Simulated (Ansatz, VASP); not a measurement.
**GaN in VASP and in Ansatz**

```
CELL_PARAMETERS angstrom
0.00000 4.54848 -4.54848
4.54848 4.54848 0.00000
4.54848 0.00000 -4.54848
ATOMIC_POSITIONS crystal
Ga 0.00000 0.00000 0.50000
Ga 0.00000 0.50000 0.50000
Ga 0.50000 0.00000 0.50000
Ga 0.50000 0.50000 0.50000
Ga 0.00000 0.00000 0.00000
Ga 0.00000 0.50000 0.00000
Ga 0.50000 0.00000 0.00000
Ga 0.50000 0.50000 0.00000
N 0.12500 0.12500 0.12500
N 0.12500 0.62500 0.12500
N 0.62500 0.12500 0.12500
N 0.62500 0.62500 0.12500
N 0.12500 0.12500 0.62500
N 0.12500 0.62500 0.62500
N 0.62500 0.12500 0.62500
N 0.62500 0.62500 0.62500
```

Alike in both runs: task single point; functional PBE; k mesh 1 × 1 × 1; occupations gaussian, width 0.01 eV; no spin polarisation.

|  | VASP | Ansatz |
| --- | --- | --- |
| version | VASP 6.6.1 | Ansatz 0.2.0 |
| potentials or method | VASP PAW PBE potentials, release 64 (Ga_d, N), cutoff 520 eV | scalar-relativistic, plane waves, PAW |
| valence electrons in the cell | 144 | 144 |

```csv
,VASP,Ansatz,Ansatz less VASP
gap on the k mesh at the Fermi level (eV),1.30,1.30,-0.005
least direct gap on the mesh (eV),1.30,1.30,-0.005
pressure (GPa),3.3,3.3,0.00
```

With one functional, cell and mesh, what is left measures potentials, basis and numerics.

The k mesh is coarse, so the values compare programs but aren't converged.
